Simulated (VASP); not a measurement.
# Na (Fd-3m) in VASP: a series of runs

The runs below take Na through single point, with PBE, HSE06.

Program: VASP 6.6.1. These are calculated values, not measurements. Logs are shortened: lines on timing, memory, paths and dates and some standing lists are left out, and cuts for length are marked.

## (1) The cell of the first run

Symmetry: Fd-3m, No. 227, cubic system. Conventional cell: a = 7.570 Å, b = 7.570 Å, c = 7.570 Å, α = 90.00°, β = 90.00°, γ = 90.00°. Within 4.3 Å of Na (site symmetry -43m) lie 4 Na at 3.28 Å.

This isn't the form of Na at room conditions, which is bcc.

## (2) Single point, PBE

File INCAR:

```
SYSTEM = Na
PREC = Accurate
ENCUT = 520
EDIFF = 1E-6
ISMEAR = -1
SIGMA = 0.1
LREAL = .False.
LASPH = .True.
NELM = 60
ALGO = Normal
ISIF = 2
LWAVE = .False.
LCHARG = .False.
GGA = PE
NBANDS = 14
```

File KPOINTS:

```
regular mesh
0
Gamma
  4 4 4
  0 0 0
```

File POSCAR:

```
Na
1.0
    0.0000000000      3.7851578444      3.7851578444
    3.7851578444      0.0000000000      3.7851578444
    3.7851578444      3.7851578444      0.0000000000
Na
2
Direct
    0.1250000000      0.1250000000      0.1250000000
    0.8750000000      0.8750000000      0.8750000000
```

Potentials or basis: VASP PAW PBE potentials, release 64 (Na_pv).

On the command line:

```console
> cat potpaw_PBE.64/Na_pv/POTCAR > POTCAR
> mpirun -np 1 vasp_std > vasp.out
```

OUTCAR:

```text
SYSTEM = Na
   PREC = Accurate
   ENCUT = 520
   EDIFF = 1E-6
   ISMEAR = -1
   LREAL = .False.
   LASPH = .True.
   NELM = 60
   ISIF = 2
   GGA = PE

 ion  position               nearest neighbor table
   1  0.125  0.125  0.125-
   2  0.875  0.875  0.875-

  LATTYP: Found a face centered cubic cell.
 ALAT       =     7.5703156888

  Lattice vectors:

 A1 = (   0.0000000000,   3.7851578444,   3.7851578444)
 A2 = (   3.7851578444,   0.0000000000,   3.7851578444)
 A3 = (   3.7851578444,   3.7851578444,   0.0000000000)

Analysis of symmetry for initial positions (statically):
=====================================================================
 Subroutine PRICEL returns:
 Original cell was already a primitive cell.

 Routine SETGRP: Setting up the symmetry group for a
 face centered cubic supercell.

 Subroutine GETGRP returns: Found 48 space group operations
 (whereof 12 operations were pure point group operations)
 out of a pool of 48 trial point group operations.

The static configuration has the point symmetry D_3d.
 The point group associated with its full space group is O_h .

Analysis of symmetry for dynamics (positions and initial velocities):
=====================================================================
 Subroutine PRICEL returns:
 Original cell was already a primitive cell.

 Routine SETGRP: Setting up the symmetry group for a
 face centered cubic supercell.

 Subroutine GETGRP returns: Found 48 space group operations
 (whereof 12 operations were pure point group operations)
 out of a pool of 48 trial point group operations.

The dynamic configuration has the point symmetry D_3d.
 The point group associated with its full space group is O_h .

 Subroutine INISYM returns: Found 48 space group operations
 (whereof 12 operations are pure point group operations),
 and found     1 'primitive' translations

----------------------------------------------------------------------------------------

                                     Primitive cell

  volume of cell :     108.4631

  direct lattice vectors                    reciprocal lattice vectors
     0.000000000  3.785157844  3.785157844    -0.132094888  0.132094888  0.132094888
     3.785157844  0.000000000  3.785157844     0.132094888 -0.132094888  0.132094888
     3.785157844  3.785157844  0.000000000     0.132094888  0.132094888 -0.132094888

  length of vectors
     5.353021559  5.353021559  5.353021559     0.228795057  0.228795057  0.228795057

  position of ions in fractional coordinates (direct lattice)
     0.125000000  0.125000000  0.125000000
     0.875000000  0.875000000  0.875000000

  ion indices of the primitive-cell ions
   primitive index   ion index
                 1           1
                 2           2

----------------------------------------------------------------------------------------

 KPOINTS: regular mesh

Automatic generation of k-mesh.
 Grid dimensions read from file:
 generate k-points for:    4    4    4

 Generating k-lattice:

  Cartesian coordinates                     Fractional coordinates (reciprocal lattice)
    -0.033023722  0.033023722  0.033023722     0.250000000  0.000000000  0.000000000
     0.033023722 -0.033023722  0.033023722     0.000000000  0.250000000  0.000000000
     0.033023722  0.033023722 -0.033023722     0.000000000  0.000000000  0.250000000

  Length of vectors
     0.057198764  0.057198764  0.057198764

  Shift w.r.t. Gamma in fractional coordinates (k-lattice)
     0.000000000  0.000000000  0.000000000

 Subroutine IBZKPT returns following result:
 ===========================================

 Found      8 irreducible k-points:

 Following reciprocal coordinates:
            Coordinates               Weight
  0.000000  0.000000  0.000000      1.000000
  0.250000  0.000000  0.000000      8.000000
  0.500000  0.000000  0.000000      4.000000
  0.250000  0.250000  0.000000      6.000000
  0.500000  0.250000  0.000000     24.000000
 -0.250000  0.250000  0.000000     12.000000
  0.500000  0.500000  0.000000      3.000000
 -0.250000  0.500000  0.250000      6.000000
   k-points           NKPTS =      8   k-points in BZ     NKDIM =      8   number of bands    NBANDS=     14
   number of dos      NEDOS =    301   number of ions     NIONS =      2
   total plane-waves  NPLWV =  64000
   dimension x,y,z NGX =    40 NGY =   40 NGZ =   40
   dimension x,y,z NGXF=    80 NGYF=   80 NGZF=   80
   ions per type =               2
   NGX,Y,Z   is equivalent  to a cutoff of  12.42, 12.42, 12.42 a.u.
   NGXF,Y,Z  is equivalent  to a cutoff of  24.85, 24.85, 24.85 a.u.
 SYSTEM =  Na
   PREC   = accura    normal or accurate (medium, high low for compatibility)
   ISTART =      0    job   : 0-new  1-cont  2-samecut
   ICHARG =      2    charge: 1-file 2-atom 10-const
   ISPIN  =      1    spin polarized calculation?
   LNONCOLLINEAR =      F non collinear calculations
   LSORBIT =      F    spin-orbit coupling
   LASPH  =      T    aspherical Exc in radial PAW
   ENCUT  =  520.0 eV  38.22 Ry    6.18 a.u.   9.95  9.95  9.95*2*pi/ulx,y,z
   NELM   =     60;   NELMIN=  2; NELMDL= -5     # of ELM steps
   EDIFF  = 0.1E-05   stopping-criterion for ELM
   LREAL  =      F    real-space projection
   EDIFFG = 0.1E-04   stopping-criterion for IOM
   NSW    =      0    number of steps for IOM
   IBRION =     -1    ionic relax: 0-MD 1-quasi-New 2-CG
   NFREE  =      0    steps in history (QN), initial steepest desc. (CG)
   ISIF   =      2    stress and relaxation
   ISYM   =      2    0-nonsym 1-usesym 2-fastsym
   POTIM  = 0.5000    time-step for ionic-motion
   TEBEG  =    0.0;   TEEND  =   0.0 temperature during run
   PSTRESS=    0.0 pullay stress
   NELECT =      14.0000    total number of electrons
   NUPDOWN=      -1.0000    fix difference up-down
   EMIN   =  10.00;   EMAX   =-10.00  energy-range for DOS
   EFERMI =   0.00;   METHOD = LEGACY
   ISMEAR =    -1;   SIGMA  =   0.10  broadening in eV -4-tet -1-fermi 0-gaus
   EFERMI_NEDOS =   21; number of points for ismear=-14 and -15
   IALGO  =     38    algorithm
   IMIX   =      4    mixing-type and parameters
     AMIX     =   0.40;   BMIX     =  1.00
     AMIX_MAG =   1.60;   BMIX_MAG =  1.00
  volume/ion in A,a.u.               =      54.23       365.97
  Fermi-wavevector in a.u.,A,eV,Ry     =   0.827352  1.563468  9.313336  0.684511
  Thomas-Fermi vector in A             =   1.939541
   LORBIT       =      0    0 simple, 1 ext, 2 COOP (PROOUT), +10 PAW based schemes
   GGA     = PE    functional components
   LHFCALC =     F    Hartree Fock is set to
   AEXX    =    0.0000 exact exchange contribution
   IVDW    =     0    specifies the selected vdW correction
   LEPSILON=     F    determine dielectric tensor
   LRPA    =     F    only Hartree local field effects (RPA)
 non-spin polarized calculation
  energy-cutoff  :      520.00
  volume of cell :      108.46
 maximum number of plane-waves:      2954
   NGX = 19   NGY = 19   NGZ = 19

 number of electron      13.9999987 magnetization

 Free energy of the ion-electron system (eV)
  ---------------------------------------------------
  ext. energy  EPLUGINS =         0.00000000
  ---------------------------------------------------
  free energy    TOTEN  =        -2.00111993 eV

  energy without entropy =       -1.97687687  energy(sigma->0) =       -1.98899840

 E-fermi :  -0.4786     XC(G=0):  -5.5121

 val. band max:       -0.5634513735   @ k =   0.5000   0.5000   0.0000
 cond. band min:      -0.1866534050   @ k =  -0.2500   0.5000   0.2500
 fundamental gap:      0.3767979685
 Fermi energy:        -0.4785884135

 k-point     1 :       0.0000    0.0000    0.0000
  band No.  band energies     occupation
      1     -26.0543      2.00000
      2     -26.0543      2.00000
      3     -26.0543      2.00000
      4     -26.0201      2.00000
      5     -26.0201      2.00000
      6     -26.0201      2.00000
      7      -3.1604      2.00000
      8       3.9855      0.00000
      9       3.9855      0.00000
     10       3.9855      0.00000
     11       4.3104      0.00000
     12       4.3104      0.00000
     13       4.3104      0.00000
     14       5.9940      0.00000

 k-point     2 :       0.2500    0.0000    0.0000
  band No.  band energies     occupation
      1     -26.0561      2.00000
      2     -26.0561      2.00000
      3     -26.0537      2.00000
      4     -26.0211      2.00000
      5     -26.0184      2.00000
      6     -26.0184      2.00000
      7      -2.6658      2.00000
      8       1.2385      0.00000
      9       3.3611      0.00000
     10       3.3611      0.00000
     11       4.4518      0.00000
     12       4.7248      0.00000
     13       4.7249      0.00000
     14       5.8882      0.00000

 k-point     3 :       0.5000    0.0000    0.0000
  band No.  band energies     occupation
      1     -26.0578      2.00000
      2     -26.0578      2.00000
      3     -26.0531      2.00000
      4     -26.0221      2.00000
      5     -26.0167      2.00000
      6     -26.0167      2.00000
      7      -1.4276      1.99985
      8      -0.9087      1.97325
      9       3.2543      0.00000
     10       3.2543      0.00000
     11       4.0129      0.00000
     12       4.0129      0.00000
     13       4.4191      0.00000
     14       5.0829      0.00000
[... 52 lines left out ...]
 k-point     7 :       0.5000    0.5000    0.0000
  band No.  band energies     occupation
      1     -26.0614      2.00000
      2     -26.0614      2.00000
      3     -26.0376      2.00000
      4     -26.0376      2.00000
      5     -26.0134      2.00000
      6     -26.0134      2.00000
      7      -0.5635      1.40060
      8      -0.5635      1.40056
      9       1.7931      0.00000
     10       1.7932      0.00000
     11       2.4218      0.00000
     12       2.4218      0.00000
     13       8.9229      0.00000
     14       8.9797      0.00000

 k-point     8 :      -0.2500    0.5000    0.2500
  band No.  band energies     occupation
      1     -26.0614      2.00000
      2     -26.0614      2.00000
      3     -26.0375      2.00000
      4     -26.0375      2.00000
      5     -26.0134      2.00000
      6     -26.0134      2.00000
      7      -0.1867      0.10241
      8      -0.1867      0.10241
      9       0.4524      0.00018
     10       0.4524      0.00018
     11       4.9487      0.00000
     12       4.9487      0.00000
     13       5.5045      0.00000
     14       5.5045      0.00000

------------------------ aborting loop because EDIFF is reached ----------------------------------------

  FORCE on cell =-STRESS in cart. coord.  units (eV):
  Direction    XX          YY          ZZ          XY          YZ          ZX
  --------------------------------------------------------------------------------------
  -------------------------------------------------------------------------------------
  Total       -0.0815252     -0.0815252     -0.0815252     -0.0000000      0.0000000     -0.0000000
  in kB       -1.2042612     -1.2042612     -1.2042612     -0.0000000      0.0000000     -0.0000000
  external PRESSURE =      -1.2042612 kB  Pullay stress =       0.0000000 kB

 VOLUME and BASIS-vectors are now :
 -----------------------------------------------------------------------------
  energy-cutoff  :      520.00
  volume of cell :      108.46
      direct lattice vectors                 reciprocal lattice vectors
     0.000000000  3.785157844  3.785157844    -0.132094888  0.132094888  0.132094888
     3.785157844  0.000000000  3.785157844     0.132094888 -0.132094888  0.132094888
     3.785157844  3.785157844  0.000000000     0.132094888  0.132094888 -0.132094888

 POSITION                                       TOTAL-FORCE (eV/Angst)
 -----------------------------------------------------------------------------------
      0.94629      0.94629      0.94629         0.000000      0.000000      0.000000
      6.62403      6.62403      6.62403        -0.000000     -0.000000     -0.000000
 -----------------------------------------------------------------------------------
    total drift:                                0.000000      0.000000     -0.000000

  FREE ENERGIE OF THE ION-ELECTRON SYSTEM (eV)
  ---------------------------------------------------
  free  energy   TOTEN  =        -2.0011199350 eV

  energy  without entropy=       -1.9768768684  energy(sigma->0) =       -1.98899840
```

It took 10 s on 1 thread of Intel Xeon Platinum 8488C (Sapphire Rapids), shared host; peak memory 0.22 GiB.

Results:

```yaml
Free_energy: -2.0011 eV
Pressure: -0.1 GPa
Band_gap_on_the_k_mesh: zero (bands 7 and 8 overlap by 0.72 eV)
```

(Continued in part 2 of 2.)
